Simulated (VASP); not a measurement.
A run of VASP 6.6.1 is set up as follows.

Contents of INCAR:

```
SYSTEM = PdBr
ALGO = Normal
EDIFF = 1E-6
ENCUT = 500
GGA = PE
GGA_COMPAT = .FALSE.
ISIF = 2
ISMEAR = 0
LASPH = .TRUE.
LCHARG = .FALSE.
LREAL = .FALSE.
LWAVE = .FALSE.
NBANDS = 44
NELM = 120
PREC = Accurate
SIGMA = 0.1
```

The input KPOINTS:

```
k-points
0
G
  6 6 6
  0 0 0
```

File POSCAR:

```
PdBr
1.0
    5.8968464091      0.0000000000      0.0000000000
    0.0000000000      5.8968464091      0.0000000000
    0.0000000000      0.0000000000      5.8968464091
Pd Br
4 4
Direct
    0.0305159174      0.0305159174      0.0305159174
    0.4694840826      0.9694840826      0.5305159174
    0.5305159174      0.4694840826      0.9694840826
    0.9694840826      0.5305159174      0.4694840826
    0.7688771455      0.7688771455      0.7688771455
    0.7311228545      0.2311228545      0.2688771455
    0.2688771455      0.7311228545      0.2311228545
    0.2311228545      0.2688771455      0.7311228545
```

Potentials or basis: VASP PAW PBE potentials, release 64 (Pd, Br).

Run with:

```bash
$ cat potpaw_PBE.64/Pd/POTCAR potpaw_PBE.64/Br/POTCAR > POTCAR
$ mpirun -np 1 vasp_std > vasp.out
```

Task: Predict the band gap on the k mesh.

Result: Zero (bands 34 and 35 overlap by 0.69 eV).

Task: Predict the pressure.

Result: 0.0 GPa.

Forces in eV/Å, atoms in the order of the input:
```
Pd  -0.002 -0.002 -0.002
Pd   0.002  0.002 -0.002
Pd  -0.002  0.002  0.002
Pd   0.002 -0.002  0.002
Br   0.000  0.000  0.000
Br   0.000  0.000  0.000
Br   0.000  0.000  0.000
Br   0.000  0.000  0.000
```
